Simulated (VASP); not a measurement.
Zn2SbO3, 6 atoms in the cell. It takes space group P-4m2 (No. 115, tetragonal). The conventional cell has a = 3.155 Å, b = 3.155 Å, c = 8.625 Å, α = 90.00°, β = 90.00°, γ = 90.00°. Zn (site symmetry 2mm) has 5 O at 2.08 to 2.23 Å within 2.7 Å. Within 3.0 Å of Sb (site symmetry -4m2) lie 4 O at 2.23 Å. Within 3.0 Å of O (site symmetry -4m2) lie 4 Sb at 2.23 Å. O (site symmetry 2mm) has 5 Zn at 2.08 to 2.23 Å within 2.7 Å. The cell was built from a structure type or drawn by symmetry, and may not be a known phase.

```yaml
Program: VASP 6.6.1
Task: single point
Functional: PBE
Potentials_or_basis: VASP PAW PBE potentials, release 64 (Zn, Sb_d_GW, O)
Cutoff: 600 eV
k_mesh: 6 × 6 × 4
Occupations: gaussian, width 0.1 eV
Spin: no spin polarisation
Dipole_correction: no
Further_INCAR_settings: ALGO = Normal; EDIFF = 1e-06; NBANDS = 38
```

Potentials or basis: VASP PAW PBE potentials, release 64 (Zn, Sb_d_GW, O).

Launch:

```sh
$ cat potpaw_PBE.64/Zn/POTCAR potpaw_PBE.64/Sb_d_GW/POTCAR potpaw_PBE.64/O/POTCAR > POTCAR
$ mpirun -np 1 vasp_std > vasp.out
```

Hardware: 1 thread of AMD EPYC 7R43 64-Core Processor (Zen 3) (shared host).

Q: How long does it take, and how much memory?

A: Run time: 2.3 min on 1 thread of AMD EPYC 7R43 64-Core Processor (Zen 3), with other jobs on the host, peak memory 0.27 GiB. Counts: scf iterations 15, k points 30.
